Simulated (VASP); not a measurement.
# CsBe3Cu2 (Cmcm) in VASP: single point with PBE

Aim: the single point of CsBe3Cu2 with PBE.

Program: VASP 6.6.1. These are calculated values, not measurements. Logs are shortened: lines on timing, memory, paths and dates and some standing lists are left out, and cuts for length are marked.

### 1 The cell of the first run

The structure is orthorhombic, space group Cmcm (No. 63). The conventional cell has a = 8.238 Å, b = 10.304 Å, c = 4.851 Å, α = 90.00°, β = 90.00°, γ = 90.00°. Within 3.8 Å of Cs (site symmetry m2m) lie 10 Be at 2.92 to 3.73 Å and 4 Cu at 3.36 Å and 2 Cs at 3.44 Å. Cu (site symmetry 2) has 4 Be at 2.38 to 2.45 Å and 3 Cu at 2.43 to 2.46 Å within 3.1 Å. Within 3.1 Å of Be (site symmetry m2m) lie 4 Cu at 2.38 Å and 2 Be at 2.54 Å. Be (site symmetry m) has 2 Cu at 2.45 Å and 5 Be at 2.54 to 3.24 Å and 3 Cs at 2.92 to 3.22 Å within 3.3 Å.

### 2 Single point, PBE

Contents of INCAR:

```
PREC = Accurate
ENCUT = 520
EDIFF = 1E-7
ISMEAR = -1
SIGMA = 0.1
LREAL = F
LASPH = T
NELM = 80
ALGO = Normal
ISIF = 2
LWAVE = F
LCHARG = T
GGA = PE
LELF = T
LVHAR = T
NBANDS = 49
```

Contents of KPOINTS:

```
regular mesh
0
Gamma
  4 4 5
```

Contents of POSCAR:

```
CsBe3Cu2
1.0
    4.1188410000      5.1522020000      0.0000000000
    4.1188410000     -5.1522020000      0.0000000000
    0.0000000000      0.0000000000     -4.8512020000
Cs Cu Be
2 4 6
Direct
    0.6182331640      0.3817668360      0.7500000000
    0.3817668360      0.6182331640      0.2500000000
    0.8504887506      0.8504887506      0.0000000000
    0.1495112494      0.1495112494      0.5000000000
    0.1495112494      0.1495112494      0.0000000000
    0.8504887506      0.8504887506      0.5000000000
    0.1591638402      0.8408361598      0.7500000000
    0.8408361598      0.1591638402      0.2500000000
    0.5534678121      0.9289044186      0.7500000000
    0.4465321879      0.0710955814      0.2500000000
    0.9289044186      0.5534678121      0.2500000000
    0.0710955814      0.4465321879      0.7500000000
```

Potentials or basis: VASP PAW PBE potentials, release 64 (Cs_sv, Cu, Be).

Run with:

```bash
$ cat potpaw_PBE.64/Cs_sv/POTCAR potpaw_PBE.64/Cu/POTCAR potpaw_PBE.64/Be/POTCAR > POTCAR
$ mpirun -np 1 vasp_std > vasp.out
```

OUTCAR:

```text
PREC = Accurate
   ENCUT = 520
   EDIFF = 1E-7
   ISMEAR = -1
   LREAL = F
   LASPH = T
   NELM = 80
   ISIF = 2
   GGA = PE

 ion  position               nearest neighbor table
   1  0.618  0.382  0.750-
   2  0.382  0.618  0.250-
   3  0.850  0.850  0.000-   7 2.38   8 2.38   6 2.43   6 2.43  11 2.45   9 2.45   5 2.46
   4  0.150  0.150  0.500-   7 2.38   8 2.38   5 2.43   5 2.43  12 2.45  10 2.45   6 2.46
   5  0.150  0.150  0.000-   7 2.38   8 2.38   4 2.43   4 2.43  12 2.45  10 2.45   3 2.46
   6  0.850  0.850  0.500-   7 2.38   8 2.38   3 2.43   3 2.43  11 2.45   9 2.45   4 2.46
   7  0.159  0.841  0.750-   3 2.38   4 2.38   5 2.38   6 2.38
   8  0.841  0.159  0.250-   3 2.38   4 2.38   5 2.38   6 2.38
   9  0.553  0.929  0.750-   3 2.45   6 2.45
  10  0.447  0.071  0.250-   4 2.45   5 2.45
  11  0.929  0.553  0.250-   3 2.45   6 2.45
  12  0.071  0.447  0.750-   4 2.45   5 2.45

  LATTYP: Found a base centered orthorhombic cell.
 ALAT       =     8.2376820000
 B/A-ratio  =     1.2508863537
 C/A-ratio  =     0.5889037717

  Lattice vectors:

 A1 = (   4.1188410000,   5.1522020000,   0.0000000000)
 A2 = (   4.1188410000,  -5.1522020000,   0.0000000000)
 A3 = (   0.0000000000,   0.0000000000,  -4.8512020000)

Analysis of symmetry for initial positions (statically):
=====================================================================
 Subroutine PRICEL returns:
 Original cell was already a primitive cell.

 Routine SETGRP: Setting up the symmetry group for a
 base centered orthorhombic supercell.

 Subroutine GETGRP returns: Found  8 space group operations
 (whereof  4 operations were pure point group operations)
 out of a pool of  8 trial point group operations.

The static configuration has the point symmetry C_2h.
 The point group associated with its full space group is D_2h.

Analysis of symmetry for dynamics (positions and initial velocities):
=====================================================================
 Subroutine PRICEL returns:
 Original cell was already a primitive cell.

 Routine SETGRP: Setting up the symmetry group for a
 base centered orthorhombic supercell.

 Subroutine GETGRP returns: Found  8 space group operations
 (whereof  4 operations were pure point group operations)
 out of a pool of  8 trial point group operations.

The dynamic configuration has the point symmetry C_2h.
[... 123 lines left out ...]
   ISYM   =      2    0-nonsym 1-usesym 2-fastsym
   POTIM  = 0.5000    time-step for ionic-motion
   TEBEG  =    0.0;   TEEND  =   0.0 temperature during run
   PSTRESS=    0.0 pullay stress
   NELECT =      74.0000    total number of electrons
   NUPDOWN=      -1.0000    fix difference up-down
   EMIN   =  10.00;   EMAX   =-10.00  energy-range for DOS
   EFERMI =   0.00;   METHOD = LEGACY
   ISMEAR =    -1;   SIGMA  =   0.10  broadening in eV -4-tet -1-fermi 0-gaus
   EFERMI_NEDOS =   21; number of points for ismear=-14 and -15
   IALGO  =     38    algorithm
   IMIX   =      4    mixing-type and parameters
     AMIX     =   0.40;   BMIX     =  1.00
     AMIX_MAG =   1.60;   BMIX_MAG =  1.00
  volume/ion in A,a.u.               =      17.16       115.79
  Fermi-wavevector in a.u.,A,eV,Ry     =   1.163955  2.199557 18.433065  1.354792
  Thomas-Fermi vector in A             =   2.300499
   LORBIT       =      0    0 simple, 1 ext, 2 COOP (PROOUT), +10 PAW based schemes
   GGA     = PE    functional components
   LHFCALC =     F    Hartree Fock is set to
   AEXX    =    0.0000 exact exchange contribution
   IVDW    =     0    specifies the selected vdW correction
   LEPSILON=     F    determine dielectric tensor
   LRPA    =     F    only Hartree local field effects (RPA)
 non-spin polarized calculation
  energy-cutoff  :      520.00
  volume of cell :      205.90
 maximum number of plane-waves:      5566
 NGX is ok and might be reduce to    50
   NGX = 25   NGY = 25   NGZ = 19

 number of electron      73.9999982 magnetization

 Free energy of the ion-electron system (eV)
  ---------------------------------------------------
  ext. energy  EPLUGINS =         0.00000000
  ---------------------------------------------------
  free energy    TOTEN  =       -29.79293901 eV

  energy without entropy =      -29.60683334  energy(sigma->0) =      -29.69988618

 E-fermi :   4.1327     XC(G=0):  -9.9100

 val. band max:        4.0944306600   @ k =   0.0000   0.0000   0.2000
 cond. band min:       4.1421069500   @ k =   0.2500   0.0000   0.0000
 fundamental gap:      0.0476762901
 Fermi energy:         4.1326865169

 k-point     1 :       0.0000    0.0000    0.0000
  band No.  band energies     occupation
      1     -18.0466      2.00000
      2     -17.6140      2.00000
      3      -5.6882      2.00000
      4      -5.4494      2.00000
      5      -5.3861      2.00000
      6      -5.0460      2.00000
[... 1081 lines left out ...]
     48       8.3211      0.00000
     49       8.4143      0.00000

------------------------ aborting loop because EDIFF is reached ----------------------------------------

  FORCE on cell =-STRESS in cart. coord.  units (eV):
  Direction    XX          YY          ZZ          XY          YZ          ZX
  --------------------------------------------------------------------------------------
  -------------------------------------------------------------------------------------
  Total        1.3962406     -6.7786562      2.2043272      0.0000000      0.0000000      0.0000000
  in kB       10.8648464    -52.7481128     17.1529722      0.0000000      0.0000000      0.0000000
  external PRESSURE =      -8.2434314 kB  Pullay stress =       0.0000000 kB

 VOLUME and BASIS-vectors are now :
 -----------------------------------------------------------------------------
  energy-cutoff  :      520.00
  volume of cell :      205.90
      direct lattice vectors                 reciprocal lattice vectors
     4.118841000  5.152202000  0.000000000     0.121393373  0.097045884  0.000000000
     4.118841000 -5.152202000  0.000000000     0.121393373 -0.097045884  0.000000000
     0.000000000  0.000000000 -4.851202000     0.000000000  0.000000000 -0.206134480

 POSITION                                       TOTAL-FORCE (eV/Angst)
 -----------------------------------------------------------------------------------
      4.11884      1.21832     -3.63840         0.000000     -0.017724      0.000000
      4.11884     -1.21832     -1.21280         0.000000      0.017724     -0.000000
      7.00606      0.00000      0.00000         0.001202      0.000000     -0.000000
      1.23163      0.00000     -2.42560        -0.001202      0.000000     -0.000000
      1.23163      0.00000      0.00000        -0.001202      0.000000      0.000000
      7.00606      0.00000     -2.42560         0.001202      0.000000      0.000000
      4.11884     -3.51211     -3.63840         0.000000      0.029387     -0.000000
      4.11884      3.51211     -1.21280         0.000000     -0.029387      0.000000
      6.10566     -1.93433     -3.63840        -0.021257     -0.019942     -0.000000
      2.13203      1.93433     -1.21280         0.021257      0.019942      0.000000
      6.10566      1.93433     -1.21280        -0.021257      0.019942      0.000000
      2.13203     -1.93433     -3.63840         0.021257     -0.019942     -0.000000
 -----------------------------------------------------------------------------------
    total drift:                               -0.000000     -0.000000      0.000000

  FREE ENERGIE OF THE ION-ELECTRON SYSTEM (eV)
  ---------------------------------------------------
  free  energy   TOTEN  =       -29.7929390119 eV

  energy  without entropy=      -29.6068333433  energy(sigma->0) =      -29.69988618
```

OSZICAR:

```text
N       E                     dE             d eps       ncg     rms          rms(c)
DAV:   1     0.615485138974E+03    0.61549E+03   -0.29427E+04  2058   0.166E+03
DAV:   2     0.500269191409E+02   -0.56546E+03   -0.54602E+03  2061   0.372E+02
DAV:   3    -0.313822099106E+02   -0.81409E+02   -0.76295E+02  3072   0.159E+02
DAV:   4    -0.381369853849E+02   -0.67548E+01   -0.66288E+01  3252   0.503E+01
DAV:   5    -0.382634378075E+02   -0.12645E+00   -0.12614E+00  3244   0.857E+00    0.303E+01
DAV:   6    -0.535859639221E+02   -0.15323E+02   -0.28226E+02  2664   0.280E+02    0.269E+01
DAV:   7    -0.319804691793E+02    0.21605E+02   -0.76747E+01  2722   0.111E+02    0.940E+00
DAV:   8    -0.299182069130E+02    0.20623E+01   -0.98132E+00  3300   0.368E+01    0.245E+00
DAV:   9    -0.297987764976E+02    0.11943E+00   -0.20763E+00  3356   0.155E+01    0.131E+00
DAV:  10    -0.297938764574E+02    0.49000E-02   -0.29209E-01  3163   0.520E+00    0.296E-01
DAV:  11    -0.297928990134E+02    0.97744E-03   -0.15621E-02  3236   0.990E-01    0.927E-02
DAV:  12    -0.297930587258E+02   -0.15971E-03   -0.25325E-03  2884   0.272E-01    0.705E-02
DAV:  13    -0.297929493645E+02    0.10936E-03   -0.18023E-04  3380   0.191E-01    0.268E-02
DAV:  14    -0.297929387315E+02    0.10633E-04   -0.10123E-04  3292   0.831E-02    0.386E-03
DAV:  15    -0.297929391020E+02   -0.37041E-06   -0.81685E-06  3300   0.309E-02    0.415E-03
DAV:  16    -0.297929389526E+02    0.14934E-06   -0.11819E-06  2948   0.140E-02    0.146E-03
DAV:  17    -0.297929390119E+02   -0.59290E-07   -0.72995E-08  1548   0.189E-03
   1 F= -.29792939E+02 E0= -.29699886E+02  d E =-.186106E+00
```

stdout:

```text
POSCAR found type information on POSCAR CsCuBe
 POSCAR found :  3 types and      12 ions
 scaLAPACK will be used
 LDA part: xc-table for (Slater+PW92), standard interpolation
 POSCAR, INCAR and KPOINTS ok, starting setup
 FFT: planning ... GRIDC
 FFT: planning ... GRID_SOFT
 FFT: planning ... GRID
 WAVECAR not read
 entering main loop
```

It took 3.6 min on 1 thread of Intel Xeon Platinum 8488C (Sapphire Rapids), shared host; peak memory 0.39 GiB.

What came out:

```
Free energy            : -29.7929 eV
Pressure               : -0.8 GPa
Largest force          : 0.029 eV/Å
Band gap on the k mesh : zero (bands 37 and 38 overlap by 0.54 eV)
```

Forces on the atoms (eV/Å):
```
Cs   0.000 -0.018  0.000
Cs   0.000  0.018  0.000
Cu   0.001  0.000  0.000
Cu  -0.001  0.000  0.000
Cu  -0.001  0.000  0.000
Cu   0.001  0.000  0.000
Be   0.000  0.029  0.000
Be   0.000 -0.029  0.000
Be  -0.021 -0.020  0.000
Be   0.021  0.020  0.000
Be  -0.021  0.020  0.000
Be   0.021 -0.020  0.000
```

Caveat: spin-orbit coupling is left out, which moves the levels of the heavy elements.
